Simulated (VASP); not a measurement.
# Zn3SeS2 (P3m1) in VASP: a series of runs, part 2 of 2

VASP 6.6.1. Earlier steps stand in the parts before.

### Step 3. Single point, PBE

This run uses another cell than the first one, of 21.26 Å³/atom.

INCAR

```
SYSTEM = Zn3SeS2
PREC     = Accurate       ! precision mode
ENCUT    = 520            ! plane-wave cutoff, eV
EDIFF    = 1E-6           ! SCF threshold, eV
ISMEAR   = 0              ! smearing method
SIGMA    = 0.1            ! smearing width, eV
LREAL    = .False.        ! projectors in reciprocal space
LASPH    = .True.         ! aspherical terms in the spheres
NELM     = 60             ! most SCF steps
ALGO     = Normal         ! electronic algorithm
ISIF     = 2              ! what is computed and relaxed
LWAVE    = .False.        ! write WAVECAR
LCHARG   = .False.        ! write CHGCAR
GGA      = PE             ! functional
NBANDS   = 36             ! bands
```

KPOINTS

```
Automatic mesh
0
Gamma
  6 6 2
  0 0 0
```

POSCAR

```
Zn3SeS2
1.0
    3.9172797046     -0.0000000030      0.0000000000
   -1.9586398497      3.3924637394      0.0000000000
    0.0000000000      0.0000000000      9.5996214182
Zn Se S
3 1 2
Direct
    0.0000000000      0.0000000000      0.0095914769
    0.6666666667      0.3333333333      0.3334867038
    0.3333333333      0.6666666667      0.6565061407
    0.0000000000      0.0000000000      0.7514401533
    0.6666666667      0.3333333333      0.0874182464
    0.3333333333      0.6666666667      0.4115572789
```

Potentials or basis: VASP PAW PBE potentials, release 64 (Zn, Se, S).

Launch:

```console
> cat potpaw_PBE.64/Zn/POTCAR potpaw_PBE.64/Se/POTCAR potpaw_PBE.64/S/POTCAR > POTCAR
> mpirun -np 1 vasp_std > vasp.out
```

OUTCAR:

```text
SYSTEM = Zn3SeS2
   PREC = Accurate
   ENCUT = 520
   EDIFF = 1E-6
   ISMEAR = 0
   LREAL = .False.
   LASPH = .True.
   NELM = 60
   ISIF = 2
   GGA = PE

 ion  position               nearest neighbor table
   1  0.000  0.000  0.010-   5 2.38   5 2.38   5 2.38   4 2.48
   2  0.667  0.333  0.333-   5 2.36   6 2.38   6 2.38   6 2.38
   3  0.333  0.667  0.657-   6 2.35   4 2.44   4 2.44   4 2.44
   4  0.000  0.000  0.751-   3 2.44   3 2.44   3 2.44   1 2.48
   5  0.667  0.333  0.087-   2 2.36   1 2.38   1 2.38   1 2.38
   6  0.333  0.667  0.412-   3 2.35   2 2.38   2 2.38   2 2.38

  LATTYP: Found a hexagonal cell.
 ALAT       =     3.9172797046
 C/A-ratio  =     2.4505836045

  Lattice vectors:

 A1 = (   3.9172797046,  -0.0000000030,   0.0000000000)
 A2 = (  -1.9586398497,   3.3924637394,   0.0000000000)
 A3 = (   0.0000000000,   0.0000000000,   9.5996214182)

Analysis of symmetry for initial positions (statically):
=====================================================================
 Subroutine PRICEL returns:
 Original cell was already a primitive cell.

 Routine SETGRP: Setting up the symmetry group for a
 hexagonal supercell.

 Subroutine GETGRP returns: Found  6 space group operations
 (whereof  6 operations were pure point group operations)
 out of a pool of 24 trial point group operations.

The static configuration has the point symmetry C_3v.

Analysis of symmetry for dynamics (positions and initial velocities):
=====================================================================
 Subroutine PRICEL returns:
 Original cell was already a primitive cell.

 Routine SETGRP: Setting up the symmetry group for a
 hexagonal supercell.

 Subroutine GETGRP returns: Found  6 space group operations
 (whereof  6 operations were pure point group operations)
 out of a pool of 24 trial point group operations.

The dynamic configuration has the point symmetry C_3v.

 Subroutine INISYM returns: Found  6 space group operations
 (whereof  6 operations are pure point group operations),
 and found     1 'primitive' translations

----------------------------------------------------------------------------------------

                                     Primitive cell

  volume of cell :     127.5716

  direct lattice vectors                    reciprocal lattice vectors
     3.917279705 -0.000000003  0.000000000     0.255279193  0.147385510  0.000000000
    -1.958639850  3.392463739  0.000000000     0.000000000  0.294771021  0.000000000
     0.000000000  0.000000000  9.599621418     0.000000000  0.000000000  0.104170775

  length of vectors
     3.917279705  3.917279705  9.599621418     0.294771021  0.294771021  0.104170775

  position of ions in fractional coordinates (direct lattice)
     0.000000000  0.000000000  0.009591477
     0.666666667  0.333333333  0.333486704
     0.333333333  0.666666667  0.656506141
     0.000000000  0.000000000  0.751440153
     0.666666667  0.333333333  0.087418246
     0.333333333  0.666666667  0.411557279

  ion indices of the primitive-cell ions
   primitive index   ion index
[... 36 lines left out ...]
  0.166667  0.000000  0.000000      6.000000
  0.333333 -0.000000  0.000000      6.000000
  0.500000  0.000000  0.000000      3.000000
  0.166667  0.166667  0.000000      6.000000
  0.333333  0.166667  0.000000     12.000000
  0.333333  0.333333  0.000000      2.000000
  0.000000  0.000000  0.500000      1.000000
  0.166667  0.000000  0.500000      6.000000
  0.333333 -0.000000  0.500000      6.000000
  0.500000  0.000000  0.500000      3.000000
  0.166667  0.166667  0.500000      6.000000
  0.333333  0.166667  0.500000     12.000000
  0.333333  0.333333  0.500000      2.000000
   k-points           NKPTS =     14   k-points in BZ     NKDIM =     14   number of bands    NBANDS=     36
   number of dos      NEDOS =    301   number of ions     NIONS =      6
   total plane-waves  NPLWV =  64800
   dimension x,y,z NGX =    30 NGY =   30 NGZ =   72
   dimension x,y,z NGXF=    60 NGYF=   60 NGZF=  144
   ions per type =               3   1   2
   NGX,Y,Z   is equivalent  to a cutoff of  12.73, 12.73, 12.47 a.u.
   NGXF,Y,Z  is equivalent  to a cutoff of  25.46, 25.46, 24.94 a.u.
 SYSTEM =  Zn3SeS2
   PREC   = accura    normal or accurate (medium, high low for compatibility)
   ISTART =      0    job   : 0-new  1-cont  2-samecut
   ICHARG =      2    charge: 1-file 2-atom 10-const
   ISPIN  =      1    spin polarized calculation?
   LNONCOLLINEAR =      F non collinear calculations
   LSORBIT =      F    spin-orbit coupling
   LASPH  =      T    aspherical Exc in radial PAW
   ENCUT  =  520.0 eV  38.22 Ry    6.18 a.u.   7.28  7.28 17.85*2*pi/ulx,y,z
   NELM   =     60;   NELMIN=  2; NELMDL= -5     # of ELM steps
   EDIFF  = 0.1E-05   stopping-criterion for ELM
   LREAL  =      F    real-space projection
   EDIFFG = 0.1E-04   stopping-criterion for IOM
   NSW    =      0    number of steps for IOM
   IBRION =     -1    ionic relax: 0-MD 1-quasi-New 2-CG
   NFREE  =      0    steps in history (QN), initial steepest desc. (CG)
   ISIF   =      2    stress and relaxation
   ISYM   =      2    0-nonsym 1-usesym 2-fastsym
   POTIM  = 0.5000    time-step for ionic-motion
   TEBEG  =    0.0;   TEEND  =   0.0 temperature during run
   PSTRESS=    0.0 pullay stress
   NELECT =      54.0000    total number of electrons
   NUPDOWN=      -1.0000    fix difference up-down
   EMIN   =  10.00;   EMAX   =-10.00  energy-range for DOS
   EFERMI =   0.00;   METHOD = LEGACY
   ISMEAR =     0;   SIGMA  =   0.10  broadening in eV -4-tet -1-fermi 0-gaus
   EFERMI_NEDOS =   21; number of points for ismear=-14 and -15
   IALGO  =     38    algorithm
   IMIX   =      4    mixing-type and parameters
     AMIX     =   0.40;   BMIX     =  1.00
     AMIX_MAG =   1.60;   BMIX_MAG =  1.00
  volume/ion in A,a.u.               =      21.26       143.48
  Fermi-wavevector in a.u.,A,eV,Ry     =   1.229197  2.322845 20.557382  1.510925
  Thomas-Fermi vector in A             =   2.364093
   LORBIT       =      0    0 simple, 1 ext, 2 COOP (PROOUT), +10 PAW based schemes
   GGA     = PE    functional components
   LHFCALC =     F    Hartree Fock is set to
   AEXX    =    0.0000 exact exchange contribution
   IVDW    =     0    specifies the selected vdW correction
   LEPSILON=     F    determine dielectric tensor
   LRPA    =     F    only Hartree local field effects (RPA)
 non-spin polarized calculation
 Gauss-broadening in eV      SIGMA  =   0.10
  energy-cutoff  :      520.00
  volume of cell :      127.57
 maximum number of plane-waves:      3492
 NGX is ok and might be reduce to    30
   NGX = 15   NGY = 15   NGZ = 35

 number of electron      53.9999954 magnetization

 Free energy of the ion-electron system (eV)
  ---------------------------------------------------
  ext. energy  EPLUGINS =         0.00000000
  ---------------------------------------------------
  free energy    TOTEN  =       -19.66255457 eV

  energy without entropy =      -19.66255457  energy(sigma->0) =      -19.66255457

 E-fermi :   2.4043     XC(G=0):  -9.4034

 val. band max:        1.9420174100   @ k =   0.0000   0.0000   0.0000
 cond. band min:       3.3738217596   @ k =   0.0000   0.0000   0.0000
 fundamental gap:      1.4318043496
 Fermi energy:         2.4043424068

 k-point     1 :       0.0000    0.0000    0.0000
  band No.  band energies     occupation
      1     -11.3063      2.00000
      2     -10.7086      2.00000
      3     -10.7042      2.00000
      4      -4.6603      2.00000
      5      -4.6603      2.00000
      6      -4.6393      2.00000
[... 535 lines left out ...]
     35       8.9575      0.00000
     36       9.5452      0.00000

------------------------ aborting loop because EDIFF is reached ----------------------------------------

  FORCE on cell =-STRESS in cart. coord.  units (eV):
  Direction    XX          YY          ZZ          XY          YZ          ZX
  --------------------------------------------------------------------------------------
  -------------------------------------------------------------------------------------
  Total        0.1433860      0.1433860      0.1324175      0.0000000     -0.0000000      0.0000000
  in kB        1.8007916      1.8007916      1.6630371      0.0000000     -0.0000000      0.0000000
  external PRESSURE =       1.7548735 kB  Pullay stress =       0.0000000 kB

 VOLUME and BASIS-vectors are now :
 -----------------------------------------------------------------------------
  energy-cutoff  :      520.00
  volume of cell :      127.57
      direct lattice vectors                 reciprocal lattice vectors
     3.917279705 -0.000000003  0.000000000     0.255279193  0.147385510  0.000000000
    -1.958639850  3.392463739  0.000000000     0.000000000  0.294771021  0.000000000
     0.000000000  0.000000000  9.599621418     0.000000000  0.000000000  0.104170775

 POSITION                                       TOTAL-FORCE (eV/Angst)
 -----------------------------------------------------------------------------------
      0.00000      0.00000      0.09207         0.000000      0.000000      0.007055
      1.95864      1.13082      3.20135         0.000000     -0.000000     -0.006416
      0.00000      2.26164      6.30221        -0.000000      0.000000     -0.009658
      0.00000      0.00000      7.21354        -0.000000      0.000000      0.005746
      1.95864      1.13082      0.83918        -0.000000      0.000000      0.001624
      0.00000      2.26164      3.95079         0.000000     -0.000000      0.001648
 -----------------------------------------------------------------------------------
    total drift:                                0.000000      0.000001     -0.001414

  FREE ENERGIE OF THE ION-ELECTRON SYSTEM (eV)
  ---------------------------------------------------
  free  energy   TOTEN  =       -19.6625545661 eV

  energy  without entropy=      -19.6625545661  energy(sigma->0) =      -19.66255457
```

Run time: 4 min. Hardware: 1 thread of Intel Xeon 8259CL, shared host; peak memory 0.27 GiB.

What came out:

```yaml
Free_energy: -19.6626 eV
Pressure: 0.2 GPa
Largest_force: 0.010 eV/Å
Band_gap_on_the_k_mesh: 1.43 eV
```

Forces in eV/Å, atoms in the order of the input:
```
Zn   0.000  0.000  0.007
Zn   0.000  0.000 -0.006
Zn   0.000  0.000 -0.010
Se   0.000  0.000  0.006
S    0.000  0.000  0.002
S    0.000  0.000  0.002
```

### Step 4. Relaxation of cell and atoms, PBE

INCAR

```
PREC     = Accurate       # precision mode
ENCUT    = 600            # plane-wave cutoff, eV
EDIFF    = 1E-7           # SCF threshold, eV
ISMEAR   = 0              # smearing method
SIGMA    = 0.1            # smearing width, eV
LREAL    = F              # projectors in reciprocal space
LASPH    = T              # aspherical terms in the spheres
NELM     = 80             # most SCF steps
ALGO     = Normal         # electronic algorithm
ISIF     = 3              # what is computed and relaxed
LWAVE    = F              # write WAVECAR
LCHARG   = F              # write CHGCAR
GGA      = PE             # functional
IBRION   = 2              # ionic algorithm
NSW      = 90             # ionic steps
EDIFFG   = -0.04          # ionic threshold
```

KPOINTS

```
regular mesh
0
Gamma
  6 6 2
```

POSCAR

```
Zn3SeS2
1.0
    3.8328771300      0.0000000000      0.0000000000
   -1.9164385600      3.3193689600      0.0000000000
    0.0000000000      0.0000000000      9.3885932100
Zn Se S
3 1 2
Direct
    0.0000000000      0.0000000000      0.0000000000
    0.6666666700      0.3333333300      0.3333333300
    0.3333333300      0.6666666700      0.6666666700
    0.0000000000      0.0000000000      0.7500000000
    0.6666666700      0.3333333300      0.0833333300
    0.3333333300      0.6666666700      0.4166666700
```

Launch:

```console
> cat potpaw_PBE.64/Zn/POTCAR potpaw_PBE.64/Se/POTCAR potpaw_PBE.64/S/POTCAR > POTCAR
> mpirun -np 1 vasp_std > vasp.out
```

Wall time 20 min (1 thread of Intel Xeon 8259CL, shared host); peak memory 0.32 GiB.

The run converged. Its results:

- Free energy: -19.6608 eV
- Relaxed volume: 21.34 Å³/atom
- Relaxed cell: a = 3.922 Å, b = 3.922 Å, c = 9.615 Å, α = 90.00°, β = 90.00°, γ = 120.00°
- Space group after relaxing (to 0.1 Å): P3m1 (No. 156)
- Energy gained by relaxing: 34.6 meV/atom
- Ionic steps: 6
- Pressure after relaxing: -0.1 GPa
- Largest force after relaxing: 0.034 eV/Å
- Band gap on the k mesh: 1.40 eV

Forces in eV/Å, atoms in the order of the input:
```
Zn   0.000  0.000 -0.034
Zn   0.000  0.000 -0.007
Zn   0.000  0.000  0.010
Se   0.000  0.000  0.021
S    0.000  0.000  0.033
S    0.000  0.000 -0.022
```

Stress tensor (GPa, compression positive):
```
-0.04  0.00  0.00
 0.00 -0.04  0.00
 0.00  0.00 -0.14
```

The path:
| step | energy change (eV) | largest force (eV/Å) | pressure (GPa) | volume (Å³) |
| --- | --- | --- | --- | --- |
| 1 | 0.0000 | 0.7819 | 5.46 | 119.45 |
| 2 | -0.1633 | 0.3244 | -1.60 | 131.56 |
| 3 | -0.1740 | 0.4050 | -0.41 | 128.95 |
| 4 | -0.1897 | 0.2640 | -0.22 | 128.54 |
| 5 | -0.2043 | 0.2284 | 0.18 | 127.62 |
| 6 | -0.2075 | 0.0345 | -0.07 | 128.07 |

Final structure:
```yaml
crystal:
  lattice:
    - [3.92182, 0.00000, 0.00000]
    - [-1.96091, 3.39640, 0.00000]
    - [0.00000, 0.00000, 9.61460]
  atoms:
    - { symbol: Zn, position: [0.00000, 0.00000, 0.01002] }
    - { symbol: Zn, position: [0.66667, 0.33333, 0.33341] }
    - { symbol: Zn, position: [0.33333, 0.66667, 0.65635] }
    - { symbol: Se, position: [0.00000, 0.00000, 0.75135] }
    - { symbol: S, position: [0.66667, 0.33333, 0.08719] }
    - { symbol: S, position: [0.33333, 0.66667, 0.41168] }
```

Levels at points of the mesh, in eV from the valence-band top:
```csv
k point,band 23,band 24,band 25,band 26,band 27,band 28,band 29,band 30,band 31,band 32
"(0.00, 0.00, 0.00)",-0.86,-0.86,-0.29,0.00,0.00,1.40,2.66,3.10,5.93,5.93
"(0.50, 0.00, 0.00)",-2.40,-2.13,-1.89,-1.67,-1.12,3.04,3.55,3.66,3.87,5.73
"(0.00, 0.00, 0.50)",-1.23,-0.76,-0.76,-0.06,-0.06,2.46,2.50,3.00,5.74,6.14
"(0.50, 0.00, 0.50)",-2.65,-2.31,-1.95,-1.08,-0.95,2.72,3.43,3.73,4.52,4.73
```

### Step 5. The runs side by side

```tsv
task	cell	cutoff (eV)	gap on the mesh (eV)	pressure (GPa)	largest force (eV/Å)
single point	a = 3.833, b = 3.833, c = 9.389 Å, angles 90.0, 90.0, 120.0°, 6 atoms, atomic positions A	520	1.94	5.5	0.78
single point	a = 3.917, b = 3.917, c = 9.600 Å, angles 90.0, 90.0, 120.0°, 6 atoms, atomic positions B	520	1.43	0.2	0.01
relaxation of cell and atoms	relaxed from a = 3.833, b = 3.833, c = 9.389 Å, angles 90.0, 90.0, 120.0°, 6 atoms, atomic positions A	600	1.40	-0.1	0.03
```

Alike in all rows: level PBE; potentials or basis VASP PAW PBE potentials, release 64 (Zn, Se, S); no spin polarisation; k mesh 6 × 6 × 2; smearing gaussian 0.1 eV.

Caveats: the cell stands under pressure (at least some runs).

Absolute energies hang on the potentials; compare differences alone.
